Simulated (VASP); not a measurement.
Write the native input for VASP 6.6.1 that does the following.

| Property | Result |
| --- | --- |
| Task | single point |
| Functional | LDA |
| Potentials or basis | VASP PAW LDA potentials, release 64 (O, H, Li_sv) |
| Cutoff | 650 eV |
| k mesh | 1 × 1 × 1 |
| Occupations | fermi-dirac, width 0.02 eV |
| Spin | no spin polarisation |
| Dipole correction | no |
| Further INCAR settings | ALGO = Normal; EDIFF = 1e-06; NBANDS = 34 |

The structure of LiH9O5 lies in POSCAR:

```
LiH9O5
1.0
    5.4737040000      0.0000000000      0.0000000000
    0.0000000000      5.4737040000      0.0000000000
    0.0000000000      0.0000000000      5.4737040000
O H Li
5 9 1
Direct
    0.8163941638      0.6132958596      0.2182069034
    0.8509594235      0.4998991542      0.7066878297
    0.5838459661      0.2626192428      0.4185100254
    0.2697076787      0.2145896088      1.0592644396
    0.5116827655      0.8320325688      0.7370694506
    0.7570376476      0.7725116302      0.1794214667
    0.6955801775      0.5425211155      0.3268353568
    0.6387082677      0.7114378125      0.7159137579
    0.9479686881      0.5022010690      0.5433432279
    0.5306644276      0.1220745587      0.4898145753
    0.7165349095      0.3697861631      0.5905690187
    0.3926591573      0.2530279314      1.2059658323
    0.3269632410      0.0772602976      0.9400946781
    0.3632092638      0.7549915012      0.6869936701
   -0.0424758080      0.3823005409     -0.0085316999
```

One way to write it, as run:

INCAR

```
SYSTEM = LiH9O5
PREC = Accurate
ENCUT = 650
EDIFF = 1E-6
ISMEAR = -1
SIGMA = 0.02
LREAL = .False.
LASPH = .True.
NELM = 120
ALGO = Normal
ISIF = 2
LWAVE = .False.
LCHARG = .False.
NBANDS = 34
GGA_COMPAT = .False.
```

KPOINTS

```
regular mesh
0
Gamma
  1 1 1
  0 0 0
```

Potentials or basis: VASP PAW LDA potentials, release 64 (O, H, Li_sv).

The run is started by

```console
$ cat potpaw_LDA.64/O/POTCAR potpaw_LDA.64/H/POTCAR potpaw_LDA.64/Li_sv/POTCAR > POTCAR
$ mpirun -np 1 vasp_gam > vasp.out
```

It gave:

- Pressure: -0.6 GPa
- Largest force: 4.532 eV/Å
- Band gap on the k mesh: 4.06 eV

Caveat: the k points lie up to 1.15 Å⁻¹ apart.

It took 10 s on 1 thread of AMD EPYC 7R43 64-Core Processor (Zen 3), on a shared host, peak memory 0.2 GiB.
